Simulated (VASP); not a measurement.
# CuO (C2/c) in VASP: a series of runs

Aim: see how the results for CuO move with the level of theory and the settings. Levels: PBEsol+D4, PBE+D3(BJ), PBE, BLYP, revPBE. Tasks: single point.

Everything below comes from runs of VASP 6.6.1. Logs are shortened: lines on timing, memory, paths and dates and some standing lists are left out, and cuts for length are marked.

## 1. The cell of the first run

The structure is monoclinic, space group C2/c (No. 15). Conventional cell: a = 4.588 Å, b = 3.353 Å, c = 5.024 Å, α = 90.00°, β = 99.54°, γ = 90.00°. Within 2.5 Å of Cu (site symmetry -1) lie 4 O at 1.91 to 1.92 Å. O (site symmetry 2) has 4 Cu at 1.91 to 1.92 Å and 2 O at 2.57 Å within 2.6 Å.

## 2. Single point, PBEsol+D4

Input file INCAR:

```
SYSTEM = CuO
PREC     = Accurate       ! precision mode
ENCUT    = 820            ! plane-wave cutoff, eV
EDIFF    = 1E-6           ! SCF threshold, eV
ISMEAR   = -1             ! smearing method
SIGMA    = 0.05           ! smearing width, eV
LREAL    = .False.        ! projectors in reciprocal space
LASPH    = .True.         ! aspherical terms in the spheres
NELM     = 120            ! most SCF steps
ALGO     = Normal         ! electronic algorithm
ISIF     = 2              ! what is computed and relaxed
LWAVE    = .False.        ! write WAVECAR
LCHARG   = .False.        ! write CHGCAR
GGA      = PS             ! functional
IVDW     = 13             ! dispersion correction
NBANDS   = 33             ! bands
GGA_COMPAT= .False.
```

Input file KPOINTS:

```
regular mesh
0
Gamma
  10 10 5
  0 0 0
```

Input file POSCAR:

```
CuO
1.0
    2.2940437287     -1.6763657078      0.0000000000
    2.2940437287      1.6763657078      0.0000000000
   -0.8326750593      0.0000000000      4.9546185987
Cu O
2 2
Direct
    0.5000000000      0.0000000000      0.5000000000
    0.0000000000      0.5000000000      0.0000000000
    0.4184000000      0.5816000000      0.7500000000
    0.5816000000      0.4184000000      0.2500000000
```

Potentials or basis: VASP PAW PBE potentials, release 64 (Cu_sv_GW, O).

Command:

```bash
$ cat potpaw_PBE.64/Cu_sv_GW/POTCAR potpaw_PBE.64/O/POTCAR > POTCAR
$ mpirun -np 1 vasp_std > vasp.out
```

OUTCAR:

```text
SYSTEM = CuO
   PREC = Accurate
   ENCUT = 820
   EDIFF = 1E-6
   ISMEAR = -1
   LREAL = .False.
   LASPH = .True.
   NELM = 120
   ISIF = 2
   GGA = PS
   IVDW = 13

 ion  position               nearest neighbor table
   1  0.500  0.000  0.500-   3 1.91   4 1.91   4 1.92   3 1.92
   2  0.000  0.500  0.000-   4 1.91   3 1.91   4 1.92   3 1.92
   3  0.418  0.582  0.750-   2 1.91   1 1.91   2 1.92   1 1.92
   4  0.582  0.418  0.250-   1 1.91   2 1.91   2 1.92   1 1.92

  LATTYP: Found a base centered monoclinic cell.
 ALAT       =     4.5880874574
 B/A-ratio  =     0.7307470589
 C/A-ratio  =     1.0950317057
 COS(beta)  =    -0.1657361228

  Lattice vectors:

 A1 = (   2.2940437287,  -1.6763657078,   0.0000000000)
 A2 = (   2.2940437287,   1.6763657078,   0.0000000000)
 A3 = (  -0.8326750593,   0.0000000000,   4.9546185987)

Analysis of symmetry for initial positions (statically):
=====================================================================
 Subroutine PRICEL returns:
 Original cell was already a primitive cell.

 Routine SETGRP: Setting up the symmetry group for a
 base centered monoclinic supercell.

 Subroutine GETGRP returns: Found  4 space group operations
 (whereof  2 operations were pure point group operations)
 out of a pool of  4 trial point group operations.

The static configuration has the point symmetry S_2 .
 The point group associated with its full space group is C_2h.

Analysis of symmetry for dynamics (positions and initial velocities):
=====================================================================
 Subroutine PRICEL returns:
 Original cell was already a primitive cell.

 Routine SETGRP: Setting up the symmetry group for a
 base centered monoclinic supercell.

 Subroutine GETGRP returns: Found  4 space group operations
 (whereof  2 operations were pure point group operations)
 out of a pool of  4 trial point group operations.

The dynamic configuration has the point symmetry S_2 .
 The point group associated with its full space group is C_2h.

 Subroutine INISYM returns: Found  4 space group operations
 (whereof  2 operations are pure point group operations),
 and found     1 'primitive' translations

----------------------------------------------------------------------------------------

                                     Primitive cell

  volume of cell :      38.1075

  direct lattice vectors                    reciprocal lattice vectors
     2.294043729 -1.676365708  0.000000000     0.217955741 -0.298264274  0.036629723
     2.294043729  1.676365708  0.000000000     0.217955741  0.298264274  0.036629723
    -0.832675059  0.000000000  4.954618599     0.000000000  0.000000000  0.201831883

  length of vectors
     2.841274118  2.841274118  5.024101234     0.371225024  0.371225024  0.201831883

  position of ions in fractional coordinates (direct lattice)
     0.500000000  0.000000000  0.500000000
     0.000000000  0.500000000  0.000000000
     0.418400000  0.581600000  0.750000000
     0.581600000  0.418400000  0.250000000

  ion indices of the primitive-cell ions
   primitive index   ion index
                 1           1
                 2           2
                 3           3
                 4           4

----------------------------------------------------------------------------------------

 KPOINTS: regular mesh

Automatic generation of k-mesh.
 Grid dimensions read from file:
 generate k-points for:   10   10    5

 Generating k-lattice:

  Cartesian coordinates                     Fractional coordinates (reciprocal lattice)
     0.021795574 -0.029826427  0.003662972     0.100000000  0.000000000  0.000000000
     0.021795574  0.029826427  0.003662972     0.000000000  0.100000000  0.000000000
     0.000000000  0.000000000  0.040366377     0.000000000  0.000000000  0.200000000

  Length of vectors
     0.037122502  0.037122502  0.040366377

  Shift w.r.t. Gamma in fractional coordinates (k-lattice)
     0.000000000  0.000000000  0.000000000

 Subroutine IBZKPT returns following result:
 ===========================================

 Found    141 irreducible k-points:

 Following reciprocal coordinates:
            Coordinates               Weight
  0.000000  0.000000  0.000000      1.000000
  0.100000  0.000000 -0.000000      4.000000
  0.200000  0.000000 -0.000000      4.000000
  0.300000  0.000000 -0.000000      4.000000
  0.400000  0.000000  0.000000      4.000000
  0.500000 -0.000000 -0.000000      2.000000
[... 16 lines left out ...]
  0.300000  0.300000 -0.000000      2.000000
  0.400000  0.300000  0.000000      4.000000
 [... further k-points ...]
   k-points           NKPTS =    141   k-points in BZ     NKDIM =    141   number of bands    NBANDS=     33
   number of dos      NEDOS =    301   number of ions     NIONS =      4
   total plane-waves  NPLWV =  37632
   dimension x,y,z NGX =    28 NGY =   28 NGZ =   48
   dimension x,y,z NGXF=    56 NGYF=   56 NGZF=   96
   ions per type =               2   2
   NGX,Y,Z   is equivalent  to a cutoff of  16.38, 16.38, 15.88 a.u.
   NGXF,Y,Z  is equivalent  to a cutoff of  32.77, 32.77, 31.77 a.u.
 SYSTEM =  CuO
   PREC   = accura    normal or accurate (medium, high low for compatibility)
   ISTART =      0    job   : 0-new  1-cont  2-samecut
   ICHARG =      2    charge: 1-file 2-atom 10-const
   ISPIN  =      1    spin polarized calculation?
   LNONCOLLINEAR =      F non collinear calculations
   LSORBIT =      F    spin-orbit coupling
   LASPH  =      T    aspherical Exc in radial PAW
   ENCUT  =  820.0 eV  60.27 Ry    7.76 a.u.   6.63  6.63 11.73*2*pi/ulx,y,z
   NELM   =    120;   NELMIN=  2; NELMDL= -5     # of ELM steps
   EDIFF  = 0.1E-05   stopping-criterion for ELM
   LREAL  =      F    real-space projection
   EDIFFG = 0.1E-04   stopping-criterion for IOM
   NSW    =      0    number of steps for IOM
   IBRION =     -1    ionic relax: 0-MD 1-quasi-New 2-CG
   NFREE  =      0    steps in history (QN), initial steepest desc. (CG)
   ISIF   =      2    stress and relaxation
   ISYM   =      2    0-nonsym 1-usesym 2-fastsym
   POTIM  = 0.5000    time-step for ionic-motion
   TEBEG  =    0.0;   TEEND  =   0.0 temperature during run
   PSTRESS=    0.0 pullay stress
   NELECT =      50.0000    total number of electrons
   NUPDOWN=      -1.0000    fix difference up-down
   EMIN   =  10.00;   EMAX   =-10.00  energy-range for DOS
   EFERMI =   0.00;   METHOD = LEGACY
   ISMEAR =    -1;   SIGMA  =   0.05  broadening in eV -4-tet -1-fermi 0-gaus
   EFERMI_NEDOS =   21; number of points for ismear=-14 and -15
   IALGO  =     38    algorithm
   IMIX   =      4    mixing-type and parameters
     AMIX     =   0.40;   BMIX     =  1.00
     AMIX_MAG =   1.60;   BMIX_MAG =  1.00
  volume/ion in A,a.u.               =       9.53        64.29
  Fermi-wavevector in a.u.,A,eV,Ry     =   1.792234  3.386830 43.703289  3.212101
  Thomas-Fermi vector in A             =   2.854639
   LORBIT       =      0    0 simple, 1 ext, 2 COOP (PROOUT), +10 PAW based schemes
   GGA     = PS    functional components
   LHFCALC =     F    Hartree Fock is set to
   AEXX    =    0.0000 exact exchange contribution
   IVDW    =    13    specifies the selected vdW correction
   LEPSILON=     F    determine dielectric tensor
   LRPA    =     F    only Hartree local field effects (RPA)
 non-spin polarized calculation
  energy-cutoff  :      820.00
  volume of cell :       38.11
 maximum number of plane-waves:      2048
   NGX = 13   NGY = 13   NGZ = 23

 number of electron      50.0000015 magnetization

 Free energy of the ion-electron system (eV)
  ---------------------------------------------------
  ext. energy  EPLUGINS =         0.00000000
  ---------------------------------------------------
  free energy    TOTEN  =       -21.48104853 eV

  energy without entropy =      -21.46263768  energy(sigma->0) =      -21.47184311

 E-fermi :   6.4572     XC(G=0): -12.9374

 val. band max:        6.4557626993   @ k =  -0.1000   0.0000   0.4000
 cond. band min:       6.4578147671   @ k =   0.5000  -0.0000  -0.0000
 fundamental gap:      0.0020520678
 Fermi energy:         6.4571804753

 k-point     1 :       0.0000    0.0000    0.0000
  band No.  band energies     occupation
      1    -106.0331      2.00000
      2    -106.0321      2.00000
      3     -63.7178      2.00000
      4     -63.7174      2.00000
      5     -63.6830      2.00000
      6     -63.6711      2.00000
[... 25 lines left out ...]
     32      22.8794      0.00000
     33      23.2967      0.00000

 k-point     2 :       0.1000    0.0000   -0.0000
  band No.  band energies     occupation
      1    -106.0329      2.00000
      2    -106.0321      2.00000
      3     -63.7192      2.00000
      4     -63.7175      2.00000
      5     -63.6828      2.00000
      6     -63.6713      2.00000
[... 25 lines left out ...]
     32      22.5763      0.00000
     33      23.8275      0.00000

 k-point     3 :       0.2000    0.0000   -0.0000
  band No.  band energies     occupation
      1    -106.0326      2.00000
      2    -106.0319      2.00000
      3     -63.7235      2.00000
      4     -63.7176      2.00000
      5     -63.6820      2.00000
      6     -63.6720      2.00000
[... 25 lines left out ...]
     32      21.6536      0.00000
     33      23.2430      0.00000

 k-point     4 :       0.3000    0.0000   -0.0000
  band No.  band energies     occupation
      1    -106.0321      2.00000
      2    -106.0316      2.00000
      3     -63.7289      2.00000
      4     -63.7176      2.00000
      5     -63.6806      2.00000
      6     -63.6732      2.00000
[... 25 lines left out ...]
     32      20.5473      0.00000
     33      23.2054      0.00000

 k-point     5 :       0.4000    0.0000    0.0000
  band No.  band energies     occupation
      1    -106.0318      2.00000
      2    -106.0314      2.00000
      3     -63.7333      2.00000
      4     -63.7177      2.00000
      5     -63.6789      2.00000
      6     -63.6748      2.00000
[... 604 lines left out ...]
 k-point    22 :      -0.2000    0.2000    0.0000
  band No.  band energies     occupation
      1    -106.0321      2.00000
      2    -106.0316      2.00000
      3     -63.7248      2.00000
      4     -63.7227      2.00000
      5     -63.6794      2.00000
      6     -63.6743      2.00000
[... 25 lines left out ...]
     32      20.4370      0.00000
     33      20.8587      0.00000

 k-point    23 :       0.3000    0.3000   -0.0000
  band No.  band energies     occupation
      1    -106.0314      2.00000
      2    -106.0311      2.00000
      3     -63.7304      2.00000
      4     -63.7266      2.00000
      5     -63.6818      2.00000
      6     -63.6717      2.00000
[... 25 lines left out ...]
     32      21.2959      0.00000
     33      21.7039      0.00000

 k-point    24 :       0.4000    0.3000    0.0000
  band No.  band energies     occupation
      1    -106.0311      2.00000
      2    -106.0308      2.00000
      3     -63.7339      2.00000
      4     -63.7276      2.00000
      5     -63.6811      2.00000
      6     -63.6720      2.00000
[... 25 lines left out ...]
     32      20.0958      0.00000
     33      21.0605      0.00000

 [... further k-points ...]

------------------------ aborting loop because EDIFF is reached ----------------------------------------

  DFT-D4 for vdW energy calculation

  Edisp (eV):   -0.76566

  FORCE on cell =-STRESS in cart. coord.  units (eV):
  Direction    XX          YY          ZZ          XY          YZ          ZX
  --------------------------------------------------------------------------------------
  -------------------------------------------------------------------------------------
  Total       1.48562     1.38467     1.51866     0.00000     0.00000    -0.51198
  in kB      62.46077    58.21639    63.84979     0.00000     0.00000   -21.52548
  external pressure =       61.51 kB  Pullay stress =        0.00 kB

 VOLUME and BASIS-vectors are now :
 -----------------------------------------------------------------------------
  energy-cutoff  :      820.00
  volume of cell :       38.11
      direct lattice vectors                 reciprocal lattice vectors
     2.294043729 -1.676365708  0.000000000     0.217955741 -0.298264274  0.036629723
     2.294043729  1.676365708  0.000000000     0.217955741  0.298264274  0.036629723
    -0.832675059  0.000000000  4.954618599     0.000000000  0.000000000  0.201831883

 POSITION                                       TOTAL-FORCE (eV/Angst)
 -----------------------------------------------------------------------------------
      0.73068     -0.83818      2.47731        -0.000000      0.000000      0.000000
      1.14702      0.83818      0.00000        -0.000000      0.000000      0.000000
      1.66954      0.27358      3.71596         0.000000     -0.145569     -0.000000
      2.08587     -0.27358      1.23865        -0.000000      0.145569      0.000000
 -----------------------------------------------------------------------------------
    total drift:                                0.000000      0.000000      0.000000

  FREE ENERGIE OF THE ION-ELECTRON SYSTEM (eV)
  ---------------------------------------------------
  free  energy   TOTEN  =       -22.2467094723 eV

  energy  without entropy=      -22.2282986239  energy(sigma->0) =      -22.23750405
```

Run time: 3.6 min. Hardware: 1 thread of AMD EPYC 9R45 (Zen 5), shared host; peak memory 0.41 GiB.

What came out:

```yaml
Free_energy: -22.2467 eV
Pressure: 6.2 GPa
Largest_force: 0.146 eV/Å
Band_gap_on_the_k_mesh: zero (bands 25 and 26 overlap by 0.60 eV)
Dispersion_energy_per_atom: -0.191 eV
```

Forces in eV/Å, atoms in the order of the input:
```
Cu   0.000  0.000  0.000
Cu   0.000  0.000  0.000
O    0.000 -0.146  0.000
O    0.000  0.146  0.000
```

Stress tensor (GPa, compression positive):
```
 6.25  0.00 -2.15
 0.00  5.82  0.00
-2.15  0.00  6.38
```

Levels at points of the mesh, in eV from the Fermi level:
| k point | band 21 | band 22 | band 23 | band 24 | band 25 | band 26 | band 27 | band 28 | band 29 | band 30 |
| --- | --- | --- | --- | --- | --- | --- | --- | --- | --- | --- |
| (0.00, 0.00, 0.00) | -2.61 | -2.41 | -2.35 | -1.78 | 0.22 | 1.01 | 1.86 | 5.91 | 8.44 | 13.45 |
| (0.50, 0.00, 0.00) | -2.21 | -1.74 | -1.66 | -1.53 | 0.00 | 0.24 | 4.68 | 6.40 | 7.15 | 11.31 |
| (0.50, 0.50, 0.00) | -2.32 | -2.32 | -1.72 | -1.31 | -0.71 | 1.14 | 2.98 | 7.19 | 8.46 | 10.41 |

Caveat: the cell stands under pressure; the PAW data sets were made with another functional, which shifts forces and pressure a little; semilocal functionals often make such compounds metallic where correlation or magnetic order opens a gap, which also shifts bond lengths.

[end of part 1 of 3]
